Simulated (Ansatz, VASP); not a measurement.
## CuO: VASP beside Ansatz

INCAR

```
PREC = Accurate ; ENCUT = 520
EDIFF = 1E-7 ; ISMEAR = -1
SIGMA = 0.05 ; LREAL = False
LASPH = True ; NELM = 60
ALGO = Normal ; ISIF = 2
LWAVE = False ; LCHARG = False
GGA = RE ; NBANDS = 34
```

Contents of KPOINTS:

```
regular mesh
0
Gamma
  7 7 7
```

Contents of POSCAR:

```
CuO
1.0
    4.1609370000      0.0000000000      0.0000000000
    0.0000000000      4.1609370000      0.0000000000
    0.0000000000      0.0000000000      3.8876430000
Cu O
3 3
Direct
    0.5000000000      0.0000000000      0.5000000000
    0.0000000000      0.5000000000      0.5000000000
    0.0000000000      0.0000000000      0.0000000000
    0.0000000000      0.0000000000      0.5000000000
    0.5000000000      0.0000000000      0.0000000000
    0.0000000000      0.5000000000      0.0000000000
```

input.yaml

```yaml
crystal:
  lattice:
    - [4.160937, 0.0, 0.0]
    - [0.0, 4.160937, 0.0]
    - [0.0, 0.0, 3.887643]
  atoms:
    - { symbol: Cu, position: [0.5, 0.0, 0.5] }
    - { symbol: Cu, position: [0.0, 0.5, 0.5] }
    - { symbol: Cu, position: [0.0, 0.0, 0.0] }
    - { symbol: O, position: [0.0, 0.0, 0.5] }
    - { symbol: O, position: [0.5, 0.0, 0.0] }
    - { symbol: O, position: [0.0, 0.5, 0.0] }
hamiltonian:
  xc: revpbe
  pseudopotentials: { kind: paw }
kpoints:
  mp_grid: { grid: [7, 7, 7] }
scf:
  occupations: { method: fermi_dirac, width: 0.05 }
  n_extra_bands: 15
output:
  forces: true
  stress: true
  eigenvalues: true
  dos: { projected: true, de: 0.05, nscf_kmesh: { grid: [11, 11, 11] } }
```

Alike in both runs: functional revPBE; k mesh 7 × 7 × 7; occupations fermi-dirac, width 0.05 eV; no spin polarisation.

```csv
,VASP,Ansatz
version,VASP 6.6.1,Ansatz 0.2.0
potentials or method,"VASP PAW PBE potentials, release 64 (Cu, O)",Ansatz PAW
plane-wave cutoff (eV),520,420
valence electrons in the cell,51,75
task,single point,projected density of states
```

```csv
,VASP,Ansatz,Ansatz less VASP
gap on the k mesh at the Fermi level (eV),none,none,-
pressure (GPa),5.9,5.3,-0.59
"traceless stress, the component that is largest in VASP (GPa)",0.82,0.25,-0.575
```

VASP's potentials were made for PBE, not for revPBE. A gap of «none» marks a metal or a gap that the smearing closes. VASP's potentials hold 51 valence electrons a cell and Ansatz's 75, so a difference there can come from the potentials and not from the codes.
